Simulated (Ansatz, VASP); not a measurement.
# Two plane-wave programs on CuAu

```xyz
2
Lattice="2.9400 0.0000 0.0000 0.0000 2.9400 0.0000 0.0000 0.0000 3.8535" Properties=species:S:1:pos:R:3 pbc="T T T"
Cu    1.4700    1.4700    1.9267
Au    0.0000    0.0000    0.0000
```

Change from the starting cell: strain +0.050 along x and y, +0.050 along z, atoms carried along.

Alike in both runs: task single point; functional PBE; k mesh 18 × 18 × 14; occupations gaussian, width 0.15 eV; no spin polarisation.

```csv
,VASP,Ansatz
version,VASP 6.6.1,Ansatz 0.2.0
potentials or method,"VASP PAW PBE potentials, release 64 (Cu, Au), cutoff 520 eV","scalar-relativistic, plane waves, PAW"
valence electrons in the cell,22,38
```

|  | VASP | Ansatz | Ansatz less VASP |
| --- | --- | --- | --- |
| gap on the k mesh at the Fermi level (eV) | none | none | - |
| pressure (GPa) | -11.0 | -10.9 | +0.05 |
| traceless stress, the component that is largest in VASP (GPa) | -0.26 | -0.27 | -0.011 |

A gap of «none» marks a metal or a gap that the smearing closes. With one functional, cell and mesh, what is left measures potentials, basis and numerics. VASP's potentials hold 22 valence electrons a cell and Ansatz's 38, so a difference there can come from the potentials and not from the codes.

Spin-orbit coupling is off throughout.
